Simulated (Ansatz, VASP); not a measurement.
# Ti3H2: VASP beside Ansatz

```
Ti H
1.0
     2.62707   -1.46914   -0.02094
     2.62707    1.46914   -0.02094
    -0.60169    0.00000    7.45526
Ti H
3 2
Direct
  0.22494 0.41809 0.35004
  0.58191 0.77506 0.64996
  0.06872 0.93128 0.00000
  0.40201 0.28063 0.10059
  0.71937 0.59799 0.89941
```

Change from the starting cell: the structure that the rattled cell fell into.

Alike in both runs: functional PBE; k mesh 12 × 12 × 4; occupations gaussian, width 0.1 eV; no spin polarisation.

Ansatz relaxed the structure, and its values are those at the end. VASP's run is a single point on that final structure, the one shown.

|  | VASP | Ansatz |
| --- | --- | --- |
| version | VASP 6.6.1 | Ansatz 0.2.0 |
| potentials or method | VASP PAW PBE potentials, release 64 (Ti_sv, H), cutoff 520 eV | scalar-relativistic, plane waves, PAW |
| valence electrons in the cell | 38 | 38 |

```tsv
	VASP	Ansatz	Ansatz less VASP
gap on the k mesh at the Fermi level (eV)	none	none	-
pressure (GPa)	-0.2	0.0	+0.15
rms of the force components (eV/Å)	0.004	0.001	-0.0029
```

A gap of «none» marks a metal or a gap that the smearing closes.
